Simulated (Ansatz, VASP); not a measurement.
Be3CdTe4 in VASP and in Ansatz

File INCAR:

```
ALGO = Normal
EDIFF = 1E-6
EDIFFG = -0.08
ENCUT = 600
GGA = PE
IBRION = 2
ISIF = 3
ISMEAR = 0
LASPH = True
LCHARG = False
LREAL = False
LWAVE = False
NELM = 60
NSW = 36
PREC = Accurate
SIGMA = 0.2
```

KPOINTS

```
k-points
0
Gamma
  4 4 2
```

Contents of POSCAR:

```
Be3CdTe4
1.0
    4.0300000000      0.0000000000      0.0000000000
    0.0000000000      4.0300000000      0.0000000000
    0.0000000000      0.0000000000     11.4000000000
Be Cd Te
3 1 4
Direct
    0.0000000000      0.0000000000      0.5000000000
    0.5000000000      0.5000000000      0.7350000000
    0.5000000000      0.5000000000      0.2650000000
    0.0000000000      0.0000000000      0.0000000000
    0.0000000000      0.5000000000      0.6150000000
    0.5000000000      0.0000000000      0.3850000000
    0.5000000000      0.0000000000      0.8550000000
    0.0000000000      0.5000000000      0.1450000000
```

Input for Ansatz:

```yaml
crystal:
  lattice:
    - [4.03, 0.0, 0.0]
    - [0.0, 4.03, 0.0]
    - [0.0, 0.0, 11.4]
  atoms:
    - { symbol: Be, position: [0.0, 0.0, 0.5] }
    - { symbol: Be, position: [0.5, 0.5, 0.735] }
    - { symbol: Be, position: [0.5, 0.5, 0.265] }
    - { symbol: Cd, position: [0.0, 0.0, 0.0] }
    - { symbol: Te, position: [0.0, 0.5, 0.615] }
    - { symbol: Te, position: [0.5, 0.0, 0.385] }
    - { symbol: Te, position: [0.5, 0.0, 0.855] }
    - { symbol: Te, position: [0.0, 0.5, 0.145] }
basis:
  ecutwfc: 420
kpoints:
  mp_grid: { grid: [4, 4, 2] }
hamiltonian:
  xc: pbe
scf:
  occupations: { method: gaussian, width: 0.2 }
  lower_state_search: "off"
output:
  forces: true
  stress: true
  eigenvalues: true
relax:
  adjacent_minimum: "off"
  f_tol: 0.08
  max_steps: 16
  cell: { stress_tol: 0.8 }
```

Alike in both runs: task relaxation of cell and atoms; functional PBE; k mesh 4 × 4 × 2; occupations gaussian, width 0.2 eV; no spin polarisation.

```csv
,VASP,Ansatz
version,VASP 6.6.1,Ansatz 0.2.0
potentials or method,"VASP PAW PBE potentials, release 64 (Be, Cd, Te), cutoff 600 eV","scalar-relativistic, plane waves, PAW"
valence electrons in the cell,42,90
```

|  | VASP | Ansatz | Ansatz less VASP |
| --- | --- | --- | --- |
| gap on the k mesh at the Fermi level, each at its own relaxed structure (eV) | 1.81 | 1.81 | +0.007 |
| relaxed volume (Å³/atom) | 25.81 | 25.75 | -0.061 |
| relaxed cell length with the largest relative difference (Å) | 12.026 | 12.067 | +0.0408 |

VASP's potentials hold 42 valence electrons a cell and Ansatz's 90, so a difference there can come from the potentials and not from the codes.

Spin-orbit coupling is off throughout.
